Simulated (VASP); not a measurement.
# Be24N in VASP: a series of runs

Be24N is run at these levels: LDA; tasks: relaxation of the atoms, single point.

Program: VASP 6.6.1. These are calculated values, not measurements. Logs are shortened: lines on timing, memory, paths and dates and some standing lists are left out, and cuts for length are marked.

**1. The cell of the first run**

The cell holds a slab with vacuum, 25 atoms: a = 4.452 Å, b = 7.033 Å, c = 19.800 Å, α = 90.00°, β = 90.00°, γ = 90.00°.

**2. Relaxation of the atoms, LDA**

Input file INCAR:

```
SYSTEM = Be24N
PREC = Accurate
ENCUT = 520
EDIFF = 1E-7
ISMEAR = 0
SIGMA = 0.1
LREAL = .FALSE.
LASPH = .TRUE.
NELM = 120
ALGO = Normal
ISIF = 2
LWAVE = .FALSE.
LCHARG = .FALSE.
LDIPOL = .TRUE.
IDIPOL = 3
DIPOL = 0.5 0.5 0.318
IBRION = 2
NSW = 36
EDIFFG = -0.025
GGA_COMPAT = .FALSE.
NELMIN = 4
NELMDL = -8
KPAR = 4
```

Input file KPOINTS:

```
Automatic mesh
0
G
  6 4 1
  0 0 0
```

Input file POSCAR:

```
Be24N
1.0
    4.4524297775      0.0000000000      0.0000000000
    0.0000000000      7.0331519566      0.0000000000
    0.0000000000      0.0000000000     19.7998741761
Be N
24 1
Selective dynamics
Direct
    0.0000000000      0.3750000000      0.2020214858  F F F
    0.0000000000      0.8750000000      0.2020214858  F F F
    0.5000000000      0.3750000000      0.2020214858  F F F
    0.5000000000      0.8750000000      0.2020214858  F F F
    0.2500000000      0.1250000000      0.2344789084  F F F
    0.2500000000      0.6250000000      0.2344789084  F F F
    0.7500000000      0.1250000000      0.2344789084  F F F
    0.7500000000      0.6250000000      0.2344789084  F F F
    0.2500000000      0.3750000000      0.2993937535  F F F
    0.2500000000      0.8750000000      0.2993937535  F F F
    0.7500000000      0.3750000000      0.2993937535  F F F
    0.7500000000      0.8750000000      0.2993937535  F F F
    0.0000000000      0.1250000000      0.3261495638  F F F
    0.0000000000      0.6250000000      0.3261495638  F F F
    0.5000000000      0.1250000000      0.3261495638  F F F
    0.5000000000      0.6250000000      0.3261495638  F F F
    0.0000000000      0.3750000000      0.3969669031  F F F
    0.0000000000      0.8750000000      0.3969669031  F F F
    0.5000000000      0.3750000000      0.3969669031  F F F
    0.5000000000      0.8750000000      0.3969669031  F F F
    0.2500000000      0.1250000000      0.4191882283  F F F
    0.2500000000      0.6250000000      0.4191882283  F F F
    0.7500000000      0.1250000000      0.4191882283  F F F
    0.7500000000      0.6250000000      0.4191882283  F F F
    0.2500000000      0.3750000000      0.4454163734  F F T
```

Potentials or basis: VASP PAW LDA potentials, release 64 (Be, N).

The run is started by

```
$ cat potpaw_LDA.64/Be/POTCAR potpaw_LDA.64/N/POTCAR > POTCAR
$ mpirun -np 4 vasp_std > vasp.out
```

OUTCAR:

```text
SYSTEM = Be24N
   PREC = Accurate
   ENCUT = 520
   EDIFF = 1E-7
   ISMEAR = 0
   LREAL = .FALSE.
   LASPH = .TRUE.
   NELM = 120
   ISIF = 2
   IBRION = 2
   NSW = 36
   EDIFFG = -0.025
   NELMIN = 4
   NELMDL = -8

 ion  position               nearest neighbor table
   1  0.000  0.375  0.202-   5 2.18   6 2.18   7 2.18   8 2.18   3 2.23   3 2.23  11 2.23   9 2.23

   2  0.000  0.875  0.202-   5 2.18   6 2.18   7 2.18   8 2.18   4 2.23   4 2.23  12 2.23  10 2.23

   3  0.500  0.375  0.202-   5 2.18   6 2.18   7 2.18   8 2.18   1 2.23   1 2.23  11 2.23   9 2.23
[... 28 lines left out ...]
                             9 2.23  14 2.25  13 2.25
  18  0.000  0.875  0.397-  21 2.13  22 2.13  23 2.13  24 2.13  20 2.23  20 2.23  10 2.23  12 2.23
                            13 2.25  14 2.25
  19  0.500  0.375  0.397-  25 1.47  22 2.13  23 2.13  24 2.13  21 2.13  17 2.23  17 2.23  11 2.23
                             9 2.23  16 2.25  15 2.25
  20  0.500  0.875  0.397-  21 2.13  22 2.13  23 2.13  24 2.13  18 2.23  18 2.23  10 2.23  12 2.23
                            15 2.25  16 2.25
  21  0.250  0.125  0.419-  25 1.83  18 2.13  19 2.13  20 2.13  17 2.13  15 2.15  13 2.15  23 2.23
                            23 2.23
  22  0.250  0.625  0.419-  25 1.83  18 2.13  19 2.13  20 2.13  17 2.13  16 2.15  14 2.15  24 2.23
                            24 2.23
  23  0.750  0.125  0.419-  17 2.13  18 2.13  19 2.13  20 2.13  13 2.15  15 2.15  21 2.23  21 2.23

  24  0.750  0.625  0.419-  17 2.13  18 2.13  19 2.13  20 2.13  14 2.15  16 2.15  22 2.23  22 2.23

  25  0.250  0.375  0.445-  17 1.47  19 1.47  21 1.83  22 1.83

  LATTYP: Found a simple orthorhombic cell.
 ALAT       =     4.4524297775
 B/A-ratio  =     1.5796210851
 C/A-ratio  =     4.4469817977

  Lattice vectors:

 A1 = (   4.4524297775,   0.0000000000,   0.0000000000)
 A2 = (   0.0000000000,   7.0331519566,   0.0000000000)
 A3 = (   0.0000000000,   0.0000000000,  19.7998741761)

Analysis of symmetry for initial positions (statically):
=====================================================================
 Subroutine PRICEL returns:
 Original cell was already a primitive cell.

 Routine SETGRP: Setting up the symmetry group for a
 simple orthorhombic supercell.

 Subroutine GETGRP returns: Found  4 space group operations
 (whereof  1 operations were pure point group operations)
 out of a pool of  8 trial point group operations.

The static configuration has the point symmetry C_1 .
 The point group associated with its full space group is C_2v.

Analysis of symmetry for dynamics (positions and initial velocities):
=====================================================================
 Subroutine PRICEL returns:
 Original cell was already a primitive cell.

 Routine SETGRP: Setting up the symmetry group for a
 simple orthorhombic supercell.

 Subroutine GETGRP returns: Found  4 space group operations
 (whereof  1 operations were pure point group operations)
 out of a pool of  8 trial point group operations.

The dynamic configuration has the point symmetry C_1 .
 The point group associated with its full space group is C_2v.

Analysis of constrained symmetry for selective dynamics:
=====================================================================
 Subroutine PRICEL returns:
 Original cell was already a primitive cell.

 Routine SETGRP: Setting up the symmetry group for a
 simple orthorhombic supercell.

 Subroutine GETGRP returns: Found  4 space group operations
 (whereof  1 operations were pure point group operations)
 out of a pool of  8 trial point group operations.

The constrained configuration has the point symmetry C_1 .
 The point group associated with its full space group is C_2v.

 Subroutine INISYM returns: Found  4 space group operations
 (whereof  1 operations are pure point group operations),
 and found     1 'primitive' translations

----------------------------------------------------------------------------------------

                                     Primitive cell

  volume of cell :     620.0254

[... 42 lines left out ...]
   EFERMI_NEDOS =   21; number of points for ismear=-14 and -15
   IALGO  =     38    algorithm
   IMIX   =      4    mixing-type and parameters
     AMIX     =   0.40;   BMIX     =  1.00
     AMIX_MAG =   1.60;   BMIX_MAG =  1.00
  volume/ion in A,a.u.               =      24.80       167.37
  Fermi-wavevector in a.u.,A,eV,Ry     =   0.721158  1.362791  7.075962  0.520069
  Thomas-Fermi vector in A             =   1.810794
   LORBIT       =      0    0 simple, 1 ext, 2 COOP (PROOUT), +10 PAW based schemes
   GGA     = CA    functional components
   LHFCALC =     F    Hartree Fock is set to
   AEXX    =    0.0000 exact exchange contribution
   IVDW    =     0    specifies the selected vdW correction
   LEPSILON=     F    determine dielectric tensor
   LRPA    =     F    only Hartree local field effects (RPA)
 conjugate gradient relaxation of ions
 non-spin polarized calculation
 Gauss-broadening in eV      SIGMA  =   0.10
  energy-cutoff  :      520.00
  volume of cell :      620.03
 maximum number of plane-waves:     16734
 NGX is ok and might be reduce to    36
   NGX = 17   NGY = 27   NGZ = 73

 dipolmoment           0.000000      0.000000     -0.138495 electrons x Angstroem

--------------------------------------- Ionic step        1  -------------------------------------------

 number of electron      53.0000002 magnetization

 Free energy of the ion-electron system (eV)
  ---------------------------------------------------
  ext. energy  EPLUGINS =         0.00000000
  ---------------------------------------------------
  free energy    TOTEN  =      -101.91947175 eV

  energy without entropy =     -101.88373740  energy(sigma->0) =     -101.90160458

------------------------ aborting loop because EDIFF is reached ----------------------------------------

  FORCE on cell =-STRESS in cart. coord.  units (eV):
  Direction    XX          YY          ZZ          XY          YZ          ZX
  --------------------------------------------------------------------------------------
  -------------------------------------------------------------------------------------
  Total        9.4709176    -10.1781395      6.1603984      0.0000000      0.0000000      0.0000000
  in kB       24.4733336    -26.3008310     15.9187833      0.0000000      0.0000000      0.0000000
  external PRESSURE =       4.6970953 kB  Pullay stress =       0.0000000 kB
[... 105 lines left out ...]
--------------------------------------- Ionic step        3  -------------------------------------------

 number of electron      53.0000001 magnetization

 dipolmoment           0.000000      0.000000      0.154328 electrons x Angstroem

 Free energy of the ion-electron system (eV)
  ---------------------------------------------------
  ext. energy  EPLUGINS =         0.00000000
  ---------------------------------------------------
  free energy    TOTEN  =      -102.20683036 eV

  energy without entropy =     -102.16597432  energy(sigma->0) =     -102.18640234

 E-fermi :  -1.3980     XC(G=0):  -4.2462

 val. band max:       -1.4036717899   @ k =   0.3333   0.2500   0.0000
 cond. band min:      -1.3830170423   @ k =   0.3333   0.0000   0.0000
 fundamental gap:      0.0206547476
 Fermi energy:        -1.3979549220

 k-point     1 :       0.0000    0.0000    0.0000
  band No.  band energies     occupation
      1     -15.9094      2.00000
      2     -11.7355      2.00000
      3      -9.8106      2.00000
      4      -9.6921      2.00000
      5      -9.4566      2.00000
      6      -7.9486      2.00000
[... 481 lines left out ...]
     37       3.1876      0.00000
     38       3.2139      0.00000
 [bands above 38 left out]

------------------------ aborting loop because EDIFF is reached ----------------------------------------

 vacuum level on the upper side and lower side of the slab       (xc-potential included)         0.378        -0.444

  FORCE on cell =-STRESS in cart. coord.  units (eV):
  Direction    XX          YY          ZZ          XY          YZ          ZX
  --------------------------------------------------------------------------------------
  -------------------------------------------------------------------------------------
  Total        4.3985104    -10.3133559      2.1585429      0.0000000      0.0000000      0.0000000
  in kB       11.3659749    -26.6502371      5.5777849      0.0000000      0.0000000      0.0000000
  external PRESSURE =      -3.2354924 kB  Pullay stress =       0.0000000 kB
[... 40 lines left out ...]
  FREE ENERGIE OF THE ION-ELECTRON SYSTEM (eV)
  ---------------------------------------------------
  free  energy   TOTEN  =      -102.2068303576 eV

  energy  without entropy=     -102.1659743200  energy(sigma->0) =     -102.18640234

 reached required accuracy - stopping structural energy minimisation

 vacuum level on the upper side and lower side of the slab         3.967         3.104
```

Run time: 4.7 min. Hardware: 4 MPI ranks of Intel Xeon Platinum 8488C (Sapphire Rapids), shared host; peak memory 0.62 GiB.

What came out:

* Free energy: -102.2068 eV
* Energy gained by relaxing: 11.5 meV/atom
* Ionic steps: 3
* Band gap on the k mesh: zero (an odd number of electrons rules out a gap without spin polarisation)

Step by step:
```
step  energy change (eV)  largest force on free atoms (eV/Å)  pressure (GPa)
   1              0.0000                              3.5667            0.47
   2             -0.2872                              0.0636           -0.34
   3             -0.2874                              0.0010           -0.32
```

Final structure:
```
Be N
1.0
     4.45243    0.00000    0.00000
     0.00000    7.03315    0.00000
     0.00000    0.00000   19.79987
Be N
24 1
Direct
  0.00000 0.37500 0.20202
  0.00000 0.87500 0.20202
  0.50000 0.37500 0.20202
  0.50000 0.87500 0.20202
  0.25000 0.12500 0.23448
  0.25000 0.62500 0.23448
  0.75000 0.12500 0.23448
  0.75000 0.62500 0.23448
  0.25000 0.37500 0.29939
  0.25000 0.87500 0.29939
  0.75000 0.37500 0.29939
  0.75000 0.87500 0.29939
  0.00000 0.12500 0.32615
  0.00000 0.62500 0.32615
  0.50000 0.12500 0.32615
  0.50000 0.62500 0.32615
  0.00000 0.37500 0.39697
  0.00000 0.87500 0.39697
  0.50000 0.37500 0.39697
  0.50000 0.87500 0.39697
  0.25000 0.12500 0.41919
  0.25000 0.62500 0.41919
  0.75000 0.12500 0.41919
  0.75000 0.62500 0.41919
  0.25000 0.37500 0.45393
```

Levels at points of the mesh, in eV from the Fermi level:
```csv
k point,band 24,band 25,band 26,band 27,band 28,band 29,band 30,band 31
"(0.00, 0.00, 0.00)",-1.45,-0.78,-0.75,-0.11,0.63,1.09,1.12,1.77
"(0.50, 0.00, 0.00)",-0.67,0.24,0.63,0.64,0.97,1.37,1.42,1.42
"(0.00, 0.50, 0.00)",-1.19,-1.03,-0.99,-0.76,-0.05,0.69,1.34,2.39
"(0.50, 0.50, 0.00)",-0.77,-0.59,-0.49,0.38,0.40,0.52,1.10,1.41
```

**3. Single point, LDA**

Input file INCAR:

```
SYSTEM = Be24N
PREC     = Accurate       ! precision mode
ENCUT    = 520            ! plane-wave cutoff, eV
EDIFF    = 1E-6           ! SCF threshold, eV
ISMEAR   = 0              ! smearing method
SIGMA    = 0.1            ! smearing width, eV
LREAL    = Auto         
LASPH    = .True.         ! aspherical terms in the spheres
NELM     = 100            ! most SCF steps
ALGO     = Normal         ! electronic algorithm
ISIF     = 2              ! what is computed and relaxed
LWAVE    = .False.        ! write WAVECAR
LCHARG   = .False.        ! write CHGCAR
LDIPOL   = .True.       
IDIPOL   = 3            
DIPOL    = 0.5 0.5 0.320
GGA      = CA             ! functional
NBANDS   = 44             ! bands
```

Input file KPOINTS:

```
regular mesh
0
Gamma
  6 4 1
  0 0 0
```

Input file POSCAR:

```
Be24N
1.0
    4.4524297775      0.0000000000      0.0000000000
    0.0000000000      7.0331519566      0.0000000000
    0.0000000000      0.0000000000     19.7998741761
Be N
24 1
Direct
    0.0000000000      0.3750000000      0.2020214858
    0.0000000000      0.8750000000      0.2020214858
    0.5000000000      0.3750000000      0.2020214858
    0.5000000000      0.8750000000      0.2020214858
    0.2500000000      0.1250000000      0.2344789084
    0.2500000000      0.6250000000      0.2344789084
    0.7500000000      0.1250000000      0.2344789084
    0.7500000000      0.6250000000      0.2344789084
    0.2500000000      0.3750000000      0.2993937535
    0.2500000000      0.8750000000      0.2993937535
    0.7500000000      0.3750000000      0.2993937535
    0.7500000000      0.8750000000      0.2993937535
    0.0000000000      0.1250000000      0.3261495638
    0.0000000000      0.6250000000      0.3261495638
    0.5000000000      0.1250000000      0.3261495638
    0.5000000000      0.6250000000      0.3261495638
    0.0000000000      0.3750000000      0.3969669031
    0.0000000000      0.8750000000      0.3969669031
    0.5000000000      0.3750000000      0.3969669031
    0.5000000000      0.8750000000      0.3969669031
    0.2500000000      0.1250000000      0.4191882283
    0.2500000000      0.6250000000      0.4191882283
    0.7500000000      0.1250000000      0.4191882283
    0.7500000000      0.6250000000      0.4191882283
    0.2500000000      0.1250000000      0.4929388341
```

Potentials or basis: VASP PAW LDA potentials, release 64 (Be, N).

The run is started by

```
$ cat potpaw_LDA.64/Be/POTCAR potpaw_LDA.64/N/POTCAR > POTCAR
$ mpirun -np 1 vasp_std > vasp.out
```

Wall time 7.4 min (1 thread of Intel Xeon 6975P-C (Granite Rapids), shared host); peak memory 0.58 GiB.

The run converged. Its results:

```yaml
Free_energy: -98.4691 eV
Largest_force: 1.270 eV/Å
Band_gap_on_the_k_mesh: zero (an odd number of electrons rules out a gap without spin polarisation)
```

Forces on the atoms (eV/Å):
```
Be   0.010  0.049  0.506
Be   0.010 -0.049  0.506
Be  -0.010  0.049  0.506
Be  -0.010 -0.049  0.506
Be   0.000  0.000 -0.669
Be   0.000  0.000 -0.570
Be   0.000  0.000 -0.618
Be   0.000  0.000 -0.829
Be   0.000 -0.025  0.142
Be   0.000  0.025  0.142
Be   0.000 -0.155  0.142
Be   0.000  0.155  0.142
Be   0.023  0.000 -0.056
Be  -0.045  0.000 -0.058
Be  -0.023  0.000 -0.056
Be   0.045  0.000 -0.058
Be  -0.142  0.249  0.121
Be  -0.142 -0.249  0.121
Be   0.142  0.249  0.121
Be   0.142 -0.249  0.121
Be   0.000  0.000 -1.270
Be   0.000  0.000  0.067
Be   0.000  0.000  0.882
Be   0.000  0.000  0.168
N    0.000  0.000 -0.010
```

Levels at points of the mesh, in eV from the Fermi level:
| k point | band 25 | band 26 | band 27 | band 28 | band 29 | band 30 |
| --- | --- | --- | --- | --- | --- | --- |
| (0.00, 0.00, 0.00) | -0.47 | -0.32 | -0.01 | 0.57 | 0.92 | 1.07 |
| (0.50, 0.00, 0.00) | -0.09 | 0.07 | 0.78 | 1.07 | 1.47 | 1.50 |
| (0.00, 0.50, 0.00) | -0.91 | -0.78 | -0.35 | 0.37 | 0.53 | 0.83 |
| (0.50, 0.50, 0.00) | -0.42 | 0.16 | 0.20 | 0.22 | 0.53 | 1.23 |

**4. Single point, LDA**

Input file INCAR:

```
SYSTEM = Be24N
ALGO = Normal ; DIPOL = 0.5 0.5 0.319
EDIFF = 1E-7 ; ENCUT = 520
GGA = CA ; IDIPOL = 3
ISIF = 2 ; ISMEAR = 0
LASPH = .True. ; LCHARG = .False.
LDIPOL = .True. ; LREAL = Auto
LWAVE = .False. ; NBANDS = 44
NELM = 80 ; PREC = Accurate
SIGMA = 0.1
```

Input file KPOINTS:

```
k-points
0
Gamma
  6 4 1
  0 0 0
```

POSCAR: that of step 3 with these lines changed.

```diff
@@ -32,2 +32,2 @@
     0.7500000000      0.6250000000      0.4191882283
-    0.2500000000      0.1250000000      0.4929388341
+    0.2500000000      0.3750000000      0.4538914594
```

The run is started by

```
$ cat potpaw_LDA.64/Be/POTCAR potpaw_LDA.64/N/POTCAR > POTCAR
$ mpirun -np 1 vasp_std > vasp.out
```

It took 8.2 min on 1 thread of Intel Xeon 6975P-C (Granite Rapids), shared host; peak memory 0.58 GiB.

It converged, with:

```
Free energy            : -102.2112 eV
Largest force          : 1.830 eV/Å
Band gap on the k mesh : zero (an odd number of electrons rules out a gap without spin polarisation)
```

Forces on the atoms (eV/Å):
```
Be  -0.033  0.000  0.527
Be   0.040  0.000  0.458
Be   0.033  0.000  0.527
Be  -0.040  0.000  0.458
Be   0.000 -0.104 -0.657
Be   0.000  0.104 -0.657
Be   0.000  0.071 -0.623
Be   0.000 -0.071 -0.623
Be   0.000  0.000 -0.428
Be   0.000  0.000 -0.234
Be   0.000  0.000  0.154
Be   0.000  0.000  0.192
Be   0.007 -0.061 -0.054
Be   0.007  0.061 -0.054
Be  -0.007 -0.061 -0.054
Be  -0.007  0.061 -0.054
Be  -0.415  0.000 -0.209
Be  -0.214  0.000  0.041
Be   0.415  0.000 -0.209
Be   0.214  0.000  0.041
Be   0.000  1.523  1.015
Be   0.000 -1.523  1.015
Be   0.000 -0.372 -0.294
Be   0.000  0.372 -0.294
N    0.000  0.000  0.013
```

Levels at points of the mesh, in eV from the Fermi level:
```tsv
k point	band 24	band 25	band 26	band 27	band 28	band 29	band 30	band 31
(0.00, 0.00, 0.00)	-1.45	-0.78	-0.75	-0.11	0.63	1.09	1.12	1.77
(0.50, 0.00, 0.00)	-0.67	0.24	0.63	0.64	0.97	1.37	1.42	1.42
(0.00, 0.50, 0.00)	-1.19	-1.03	-0.99	-0.76	-0.05	0.69	1.34	2.39
(0.50, 0.50, 0.00)	-0.77	-0.59	-0.49	0.38	0.40	0.52	1.10	1.41
```

**5. Summary**

```csv
task,cell,gap on the mesh (eV),largest force (eV/Å)
relaxation of the atoms,"atoms relaxed, atomic positions A",none,-
single point,"as given, atomic positions B",none,1.27
single point,"as given, atomic positions C",none,1.83
```

Alike in all rows: level LDA; potentials or basis VASP PAW LDA potentials, release 64 (Be, N); no spin polarisation; k mesh 6 × 4 × 1; cutoff (eV) 520; smearing gaussian 0.1 eV.

Absolute energies hang on the potentials; compare differences alone.
